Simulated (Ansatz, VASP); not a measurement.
Given: the input of a run of Ansatz 0.2.0 on ZrB.

File input.yaml:

```yaml
crystal:
  lattice:
    - [0.0, 2.3555956139, 2.3555956139]
    - [2.3555956139, 0.0, 2.3555956139]
    - [2.3555956139, 2.3555956139, 0.0]
  atoms:
    - { symbol: Zr, position: [0.0, 0.0, 0.0] }
    - { symbol: B, position: [0.5, 0.5, 0.5] }
hamiltonian:
  xc: pbe
  pseudopotentials: { kind: paw }
kpoints:
  mp_grid: { grid: [10, 10, 10] }
scf:
  occupations: { method: fermi_dirac, width: 0.05 }
output:
  forces: true
  stress: true
  eigenvalues: true
```

Potentials or basis: Ansatz PAW.

Command:

```sh
$ ansatz run input.yaml --threads 1 --pin off --max-ram 2560MiB --backend cpu --events-out ev --progress --plain --runs-dir out
```

Question: Translate it to VASP 6.6.1. Potentials there: VASP PAW PBE potentials, release 64 (Zr_sv, B).

Answer: As run (the cutoff follows the program's own potentials):

The input INCAR:

```
SYSTEM = ZrB
ALGO = Normal
EDIFF = 1E-6
ENCUT = 520
GGA = PE
ISIF = 2
ISMEAR = -1
LASPH = .TRUE.
LCHARG = .FALSE.
LREAL = .FALSE.
LWAVE = .FALSE.
NBANDS = 14
NELM = 80
PREC = Accurate
SIGMA = 0.05
```

Contents of KPOINTS:

```
k-points
0
G
  10 10 10
  0 0 0
```

The input POSCAR:

```
ZrB
1.0
    0.0000000000      2.3555956139      2.3555956139
    2.3555956139      0.0000000000      2.3555956139
    2.3555956139      2.3555956139      0.0000000000
Zr B
1 1
Direct
    0.0000000000      0.0000000000      0.0000000000
    0.5000000000      0.5000000000      0.5000000000
```

Potentials or basis: VASP PAW PBE potentials, release 64 (Zr_sv, B).

The run is started by

```sh
$ cat potpaw_PBE.64/Zr_sv/POTCAR potpaw_PBE.64/B/POTCAR > POTCAR
$ mpirun -np 1 vasp_std > vasp.out
```

Both were run:

|  | VASP | Ansatz | Ansatz less VASP |
| --- | --- | --- | --- |
| gap on the k mesh at the Fermi level (eV) | none | none | - |
| pressure (GPa) | 24.3 | 24.2 | -0.15 |

A gap of «none» marks a metal or a gap that the smearing closes. The functional is the same, so the differences come from potentials, cutoffs and numerics.
